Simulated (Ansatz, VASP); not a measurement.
One calculation of KBr, two programs

```
CELL_PARAMETERS angstrom
3.97587 0.00000 0.00000
0.00000 3.97587 0.00000
0.00000 0.00000 3.76793
ATOMIC_POSITIONS crystal
K 0.00000 0.00000 0.00000
Br 0.50000 0.50000 0.50000
```

Change from the starting cell: uniaxial_z strain -5.2%.

Alike in both runs: task single point; functional r2SCAN; k mesh 6 × 6 × 6; no spin polarisation.

|  | VASP | Ansatz |
| --- | --- | --- |
| version | VASP 6.6.1 | Ansatz 0.2.0 |
| potentials or method | VASP PAW PBE potentials, release 64 (K_sv, Br) | plane waves, PAW |
| plane-wave cutoff (eV) | 520 | 500 |
| occupations | gaussian, width 0.01 eV | fixed |
| valence electrons in the cell | 16 | 16 |

|  | VASP | Ansatz | Ansatz less VASP |
| --- | --- | --- | --- |
| gap on the k mesh at the Fermi level (eV) | 4.72 | 4.72 | -0.004 |
| pressure (GPa) | 1.2 | 1.2 | 0.00 |
| traceless stress, the component that is largest in VASP (GPa) | 1.59 | 1.59 | +0.001 |

VASP's potentials were made for PBE, not for r2SCAN.
